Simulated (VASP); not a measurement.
# Si7Mo (P1) in VASP: relaxation of cell and atoms with PBE

Aim: the relaxation of cell and atoms of Si7Mo with PBE.

All numbers are computed with VASP 6.6.1; they aren't measurements. Logs are shortened: lines on timing, memory, paths and dates and some standing lists are left out, and cuts for length are marked.

**1. The cell of the first run**

The typed cell holds 8 atoms: a = 3.636 Å, b = 3.674 Å, c = 9.121 Å, α = 89.06°, β = 88.00°, γ = 96.44°.

**2. Relaxation of cell and atoms, PBE**

INCAR reads:

```
PREC     = Accurate       # precision mode
ENCUT    = 600            # plane-wave cutoff, eV
EDIFF    = 1E-7           # SCF threshold, eV
ISMEAR   = 0              # smearing method
SIGMA    = 0.2            # smearing width, eV
LREAL    = False          # projectors in reciprocal space
LASPH    = True           # aspherical terms in the spheres
NELM     = 80             # most SCF steps
ALGO     = Normal         # electronic algorithm
ISIF     = 3              # what is computed and relaxed
LWAVE    = False          # write WAVECAR
LCHARG   = False          # write CHGCAR
GGA      = PE             # functional
IBRION   = 2              # ionic algorithm
NSW      = 80             # ionic steps
EDIFFG   = -0.025         # ionic threshold
```

KPOINTS reads:

```
Automatic mesh
0
Gamma
  6 6 4
```

POSCAR reads:

```
Si7Mo
1.0
   -2.4202172491      2.7124372071      0.0571770815
   -2.4494627183     -2.7387603983      0.0234134849
   -0.1996189913      0.0567017971      9.1187378229
Si Mo
7 1
Direct
    0.5791109249      0.8909610813      0.7453424860
    0.1058237980      0.4275464533      0.2511517199
    0.0129983405      0.5107204560      0.7513041611
    0.4756937386      1.0358494006      0.2499439533
    0.2933162736      0.6718991159      0.9971946118
    0.2721871702      0.2005604377      0.5598988545
    0.8017927789      0.7002709211      0.4549117538
    0.8171262952      0.2041428143      0.9902524596
```

Potentials or basis: VASP PAW PBE potentials, release 64 (Si, Mo_sv).

Command:

```bash
$ cat potpaw_PBE.64/Si/POTCAR potpaw_PBE.64/Mo_sv/POTCAR > POTCAR
$ mpirun -np 1 vasp_std > vasp.out
```

OUTCAR:

```text
PREC = Accurate
   ENCUT = 600
   EDIFF = 1E-7
   ISMEAR = 0
   LREAL = False
   LASPH = True
   NELM = 80
   ISIF = 3
   GGA = PE
   IBRION = 2
   NSW = 80
   EDIFFG = -0.025

 ion  position               nearest neighbor table
   1  0.579  0.891  0.745-   3 2.22   3 2.35   6 2.40   5 2.57   3 2.62   8 2.66   7 2.86   6 3.08

   2  0.106  0.428  0.251-   4 2.08   7 2.42   4 2.48   5 2.51   4 2.57   8 2.74   6 3.02
   3  0.013  0.511  0.751-   1 2.22   6 2.33   1 2.35   8 2.48   5 2.55   1 2.62   7 2.93   6 3.09

   4  0.476  0.036  0.250-   2 2.08   2 2.48   2 2.57   7 2.61   8 2.67   5 2.75   6 2.99
   5  0.293  0.672  0.997-   8 2.30   2 2.51   3 2.55   1 2.57   8 2.57   8 2.70   4 2.75   8 2.75

   6  0.272  0.201  0.560-   3 2.33   1 2.40   7 2.59   7 2.65   7 2.82   7 2.95   4 2.99   2 3.02
                             1 3.08   3 3.09
   7  0.802  0.700  0.455-   2 2.42   6 2.59   4 2.61   6 2.65   6 2.82   1 2.86   3 2.93   6 2.95

   8  0.817  0.204  0.990-   5 2.30   3 2.48   5 2.57   1 2.66   4 2.67   5 2.70   2 2.74   5 2.75

  LATTYP: Found a triclinic cell.
 ALAT       =    14.1286977540
 B/A-ratio  =     0.6021116087
 C/A-ratio  =     1.4208829425
 COS(alpha) =     0.0089291554
 COS(beta)  =     0.6937185096
 COS(gamma) =     0.7246645267

  Lattice vectors:

 A1 = (   0.2581099297,  10.8456934137,  -9.0512106297)
 A2 = (  -2.3909717799,   8.1636348125,   0.0909406781)
 A3 = (   7.7183806683,   2.6516799953, -18.3414796971)

Analysis of symmetry for initial positions (statically):
=====================================================================
 Subroutine PRICEL returns:
 Original cell was already a primitive cell.

 Routine SETGRP: Setting up the symmetry group for a
 triclinic supercell.

 Subroutine GETGRP returns: Found  1 space group operations
 (whereof  1 operations were pure point group operations)
 out of a pool of  2 trial point group operations.

The static configuration has the point symmetry C_1 .

Analysis of symmetry for dynamics (positions and initial velocities):
=====================================================================
 Subroutine PRICEL returns:
 Original cell was already a primitive cell.

 Routine SETGRP: Setting up the symmetry group for a
 triclinic supercell.

 Subroutine GETGRP returns: Found  1 space group operations
 (whereof  1 operations were pure point group operations)
 out of a pool of  2 trial point group operations.

The dynamic configuration has the point symmetry C_1 .

 Subroutine INISYM returns: Found  1 space group operations
 (whereof  1 operations are pure point group operations),
 and found     1 'primitive' translations

----------------------------------------------------------------------------------------

                                     Primitive cell

  volume of cell :     120.9790

  direct lattice vectors                    reciprocal lattice vectors
    -2.420217249  2.712437207  0.057177081    -0.206443890  0.184588592 -0.005667081
    -2.449462718 -2.738760398  0.023413485    -0.204422018 -0.182328516 -0.003341270
    -0.199618991  0.056701797  9.118737823     0.001819341 -0.000689272  0.109708413

  length of vectors
     3.635661749  3.674401219  9.121098745     0.276991234  0.273940164  0.109725663

  position of ions in fractional coordinates (direct lattice)
     0.579110925  0.890961081  0.745342486
     0.105823798  0.427546453  0.251151720
     0.012998340  0.510720456  0.751304161
     0.475693739  0.035849401  0.249943953
     0.293316274  0.671899116  0.997194612
     0.272187170  0.200560438  0.559898854
     0.801792779  0.700270921  0.454911754
     0.817126295  0.204142814  0.990252460

  ion indices of the primitive-cell ions
   primitive index   ion index
                 1           1
                 2           2
                 3           3
                 4           4
                 5           5
                 6           6
                 7           7
                 8           8

----------------------------------------------------------------------------------------

 KPOINTS: Automatic mesh

Automatic generation of k-mesh.
 Grid dimensions read from file:
 generate k-points for:    6    6    4

 Generating k-lattice:

  Cartesian coordinates                     Fractional coordinates (reciprocal lattice)
    -0.034407315  0.030764765 -0.000944514     0.166666667 -0.000000000  0.000000000
    -0.034070336 -0.030388086 -0.000556878    -0.000000000  0.166666667  0.000000000
     0.000454835 -0.000172318  0.027427103    -0.000000000 -0.000000000  0.250000000

  Length of vectors
     0.046165206  0.045656694  0.027431416

  Shift w.r.t. Gamma in fractional coordinates (k-lattice)
     0.000000000  0.000000000  0.000000000

 Subroutine IBZKPT returns following result:
 ===========================================

 Found     76 irreducible k-points:

 Following reciprocal coordinates:
            Coordinates               Weight
  0.000000  0.000000  0.000000      1.000000
  0.166667 -0.000000 -0.000000      2.000000
  0.333333 -0.000000 -0.000000      2.000000
  0.500000 -0.000000 -0.000000      1.000000
 -0.000000  0.166667 -0.000000      2.000000
  0.166667  0.166667  0.000000      2.000000
[... 16 lines left out ...]
  0.333333 -0.000000  0.250000      2.000000
  0.500000 -0.000000  0.250000      2.000000
 [... further k-points ...]
   k-points           NKPTS =     76   k-points in BZ     NKDIM =     76   number of bands    NBANDS=     26
   number of dos      NEDOS =    301   number of ions     NIONS =      8
   total plane-waves  NPLWV =  72000
   dimension x,y,z NGX =    30 NGY =   30 NGZ =   80
   dimension x,y,z NGXF=    60 NGYF=   60 NGZF=  160
   ions per type =               7   1
   NGX,Y,Z   is equivalent  to a cutoff of  13.72, 13.57, 14.58 a.u.
   NGXF,Y,Z  is equivalent  to a cutoff of  27.44, 27.15, 29.16 a.u.
 SYSTEM =  unknown system
   PREC   = accura    normal or accurate (medium, high low for compatibility)
   ISTART =      0    job   : 0-new  1-cont  2-samecut
   ICHARG =      2    charge: 1-file 2-atom 10-const
   ISPIN  =      1    spin polarized calculation?
   LNONCOLLINEAR =      F non collinear calculations
   LSORBIT =      F    spin-orbit coupling
   LASPH  =      T    aspherical Exc in radial PAW
   ENCUT  =  600.0 eV  44.10 Ry    6.64 a.u.   7.26  7.34 18.22*2*pi/ulx,y,z
   NELM   =     80;   NELMIN=  2; NELMDL= -5     # of ELM steps
   EDIFF  = 0.1E-06   stopping-criterion for ELM
   LREAL  =      F    real-space projection
   EDIFFG = -.3E-01   stopping-criterion for IOM
   NSW    =     80    number of steps for IOM
   IBRION =      2    ionic relax: 0-MD 1-quasi-New 2-CG
   NFREE  =      1    steps in history (QN), initial steepest desc. (CG)
   ISIF   =      3    stress and relaxation
   ISYM   =      2    0-nonsym 1-usesym 2-fastsym
   POTIM  = 0.5000    time-step for ionic-motion
   TEBEG  =    0.0;   TEEND  =   0.0 temperature during run
   PSTRESS=    0.0 pullay stress
   NELECT =      42.0000    total number of electrons
   NUPDOWN=      -1.0000    fix difference up-down
   EMIN   =  10.00;   EMAX   =-10.00  energy-range for DOS
   EFERMI =   0.00;   METHOD = LEGACY
   ISMEAR =     0;   SIGMA  =   0.20  broadening in eV -4-tet -1-fermi 0-gaus
   EFERMI_NEDOS =   21; number of points for ismear=-14 and -15
   IALGO  =     38    algorithm
   IMIX   =      4    mixing-type and parameters
     AMIX     =   0.40;   BMIX     =  1.00
     AMIX_MAG =   1.60;   BMIX_MAG =  1.00
  volume/ion in A,a.u.               =      15.12       102.05
  Fermi-wavevector in a.u.,A,eV,Ry     =   1.150592  2.174303 18.012233  1.323862
  Thomas-Fermi vector in A             =   2.287255
   LORBIT       =      0    0 simple, 1 ext, 2 COOP (PROOUT), +10 PAW based schemes
   GGA     = PE    functional components
   LHFCALC =     F    Hartree Fock is set to
   AEXX    =    0.0000 exact exchange contribution
   IVDW    =     0    specifies the selected vdW correction
   LEPSILON=     F    determine dielectric tensor
   LRPA    =     F    only Hartree local field effects (RPA)
 conjugate gradient relaxation of ions
 non-spin polarized calculation
 Gauss-broadening in eV      SIGMA  =   0.20
  energy-cutoff  :      600.00
  volume of cell :      120.98
 maximum number of plane-waves:      4054
 NGX is ok and might be reduce to    30
   NGX = 15   NGY = 15   NGZ = 37

--------------------------------------- Ionic step        1  -------------------------------------------

 number of electron      42.0000001 magnetization

 Free energy of the ion-electron system (eV)
  ---------------------------------------------------
  ext. energy  EPLUGINS =         0.00000000
  ---------------------------------------------------
  free energy    TOTEN  =       -45.87386699 eV

  energy without entropy =      -45.79583917  energy(sigma->0) =      -45.83485308

------------------------ aborting loop because EDIFF is reached ----------------------------------------

  FORCE on cell =-STRESS in cart. coord.  units (eV):
  Direction    XX          YY          ZZ          XY          YZ          ZX
  --------------------------------------------------------------------------------------
  -------------------------------------------------------------------------------------
  Total        3.2718959     11.4057839      4.0752342      0.0262262     -0.8651934      2.7147243
  in kB       43.3311525    151.0517981     53.9701139      0.3473248    -11.4581352     35.9522843
  external PRESSURE =      82.7843548 kB  Pullay stress =       0.0000000 kB
[... 107 lines left out ...]
  FREE ENERGIE OF THE ION-ELECTRON SYSTEM (eV)
  ---------------------------------------------------
  free  energy   TOTEN  =       -46.6588113244 eV

  energy  without entropy=      -46.5713582806  energy(sigma->0) =      -46.61508480

[... ionic steps 4 to 16 ...]

--------------------------------------- Ionic step       17  -------------------------------------------

 number of electron      41.9999998 magnetization

------------------------ aborting loop because EDIFF is reached ----------------------------------------
[... 79 lines left out ...]
--------------------------------------- Ionic step       19  -------------------------------------------

 number of electron      41.9999998 magnetization

 Free energy of the ion-electron system (eV)
  ---------------------------------------------------
  ext. energy  EPLUGINS =         0.00000000
  ---------------------------------------------------
  free energy    TOTEN  =       -46.84688206 eV

  energy without entropy =      -46.76513597  energy(sigma->0) =      -46.80600901

 E-fermi :   9.3628     XC(G=0): -11.1158

 val. band max:        9.3566670166   @ k =  -0.1667   0.1667   0.2500
 cond. band min:       9.3669169111   @ k =   0.3333  -0.0000   0.2500
 fundamental gap:      0.0102498945
 Fermi energy:         9.3628184301

 k-point     1 :       0.0000    0.0000    0.0000
  band No.  band energies     occupation
      1     -51.4191      2.00000
      2     -25.6831      2.00000
      3     -25.5381      2.00000
      4     -25.4551      2.00000
      5      -3.9759      2.00000
      6      -2.6018      2.00000
[... 685 lines left out ...]
     25      10.6321      0.00000
     26      11.5165      0.00000

 [... further k-points ...]

------------------------ aborting loop because EDIFF is reached ----------------------------------------

  FORCE on cell =-STRESS in cart. coord.  units (eV):
  Direction    XX          YY          ZZ          XY          YZ          ZX
  --------------------------------------------------------------------------------------
  -------------------------------------------------------------------------------------
  Total       -0.0183862      0.0271655     -0.0011692      0.0028519      0.0197640     -0.0020527
  in kB       -0.2368162      0.3498943     -0.0150594      0.0367329      0.2545621     -0.0264393
  external PRESSURE =       0.0326729 kB  Pullay stress =       0.0000000 kB
[... 23 lines left out ...]
  FREE ENERGIE OF THE ION-ELECTRON SYSTEM (eV)
  ---------------------------------------------------
  free  energy   TOTEN  =       -46.8468820566 eV

  energy  without entropy=      -46.7651359660  energy(sigma->0) =      -46.80600901

 reached required accuracy - stopping structural energy minimisation
```

Wall time 59 min (1 thread of Intel Xeon Platinum 8259CL at 2.50GHz (Skylake/Cascade Lake), shared host); peak memory 0.44 GiB.

Results:

```
Free energy                           : -46.8469 eV
Relaxed volume                        : 15.55 Å³/atom
Relaxed cell                          : a = 3.683 Å, b = 3.684 Å, c = 9.224 Å, α = 89.98°, β = 90.18°, γ = 96.37°
Space group after relaxing (to 0.1 Å) : C2 (No. 5)
Energy gained by relaxing             : 121.6 meV/atom
Ionic steps                           : 19
Pressure after relaxing               : 0.0 GPa
Largest force after relaxing          : 0.017 eV/Å
Band gap on the k mesh                : zero (bands 21 and 22 overlap by 1.12 eV)
```

Forces in eV/Å, atoms in the order of the input:
```
Si  -0.003  0.001  0.008
Si  -0.001  0.003 -0.003
Si  -0.010 -0.006  0.006
Si   0.003  0.011  0.000
Si   0.008 -0.013  0.007
Si  -0.008  0.006 -0.001
Si  -0.002 -0.004 -0.015
Mo   0.012  0.002 -0.001
```

Step by step:
| step | energy change (eV) | largest force (eV/Å) | pressure (GPa) | volume (Å³) |
| --- | --- | --- | --- | --- |
| 1 | 0.0000 | 4.1904 | 8.28 | 120.98 |
| 2 | -0.4569 | 1.2482 | -6.73 | 135.05 |
| 3 | -0.7849 | 0.6965 | -2.02 | 128.49 |
| 4 | -0.7852 | 0.7057 | -1.88 | 128.34 |
| 5 | -0.8940 | 0.5289 | -0.06 | 125.90 |
| 6 | -0.9077 | 0.6557 | 1.01 | 124.69 |
| 7 | -0.9436 | 0.2550 | -0.21 | 125.51 |
| 8 | -0.9442 | 0.2308 | -0.36 | 125.63 |
| 9 | -0.9591 | 0.1455 | -0.16 | 125.23 |
| 10 | -0.9651 | 0.1064 | 0.10 | 124.77 |
| 11 | -0.9679 | 0.1024 | -0.17 | 124.90 |
| 12 | -0.9680 | 0.1017 | -0.23 | 124.93 |
| 13 | -0.9703 | 0.0738 | 0.01 | 124.59 |
| 14 | -0.9711 | 0.0979 | 0.27 | 124.25 |
| 15 | -0.9723 | 0.0444 | -0.14 | 124.58 |
| 16 | -0.9723 | 0.0441 | -0.14 | 124.59 |
| 17 | -0.9728 | 0.0293 | 0.01 | 124.40 |
| 18 | -0.9728 | 0.0327 | 0.03 | 124.37 |
| 19 | -0.9730 | 0.0169 | 0.00 | 124.39 |

Final structure:
```cif
data_structure
_symmetry_space_group_name_H-M 'P 1'
_symmetry_Int_Tables_number 1
_cell_length_a 3.6834
_cell_length_b 3.6841
_cell_length_c 9.2236
_cell_angle_alpha 89.978
_cell_angle_beta 90.182
_cell_angle_gamma 96.366
_cell_volume 124.39
loop_
_atom_site_label
_atom_site_type_symbol
_atom_site_fract_x
_atom_site_fract_y
_atom_site_fract_z
_atom_site_occupancy
Si1 Si 0.57584 0.91964 0.74800 1
Si2 Si 0.07844 0.42614 0.25208 1
Si3 Si 0.00987 0.49618 0.74933 1
Si4 Si 0.50148 0.99185 0.25054 1
Si5 Si 0.31142 0.69009 0.99961 1
Si6 Si 0.28972 0.20823 0.53935 1
Si7 Si 0.79122 0.70843 0.46093 1
Mo1 Mo 0.80006 0.20139 0.00016 1
```
